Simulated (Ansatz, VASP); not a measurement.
# One calculation of SrTaBe4, two programs

```
CELL_PARAMETERS angstrom
3.49151 0.00000 0.00000
0.00000 3.49151 0.00000
0.00000 0.00000 6.01809
ATOMIC_POSITIONS crystal
Sr 0.00000 0.00000 0.00000
Ta 0.50000 0.50000 0.50000
Be 0.50000 0.00000 0.00000
Be 0.00000 0.50000 0.00000
Be 0.00000 0.00000 0.27700
Be 0.00000 0.00000 0.72300
```

Alike in both runs: task relaxation of cell and atoms; functional PBE; k mesh 6 × 6 × 4; occupations gaussian, width 0.1 eV; no spin polarisation.

|  | VASP | Ansatz |
| --- | --- | --- |
| version | VASP 6.6.1 | Ansatz 0.2.0 |
| potentials or method | VASP PAW PBE potentials, release 64 (Sr_sv, Ta_pv, Be), cutoff 600 eV | scalar-relativistic, plane waves, PAW |
| valence electrons in the cell | 29 | 31 |

Ansatz gave:

```
gap on the k mesh at the Fermi level, each at its own relaxed structure (eV) : none
relaxed volume (Å³/atom)                                                     : 20.57
relaxed cell length with the largest relative difference (Å)                 : 4.255
```

Q: Which values does VASP return?

A: gap on the k mesh at the Fermi level, each at its own relaxed structure (eV): none; relaxed volume (Å³/atom): 20.64; relaxed cell length with the largest relative difference (Å): 4.263.

A gap of «none» marks a metal or a gap that the smearing closes. VASP's potentials hold 29 valence electrons a cell and Ansatz's 31, so a difference there can come from the potentials and not from the codes.

Spin-orbit coupling is off throughout. Noted on VASP's run: the volume moved by over 15 % at a fixed basis, so the end points are rough.
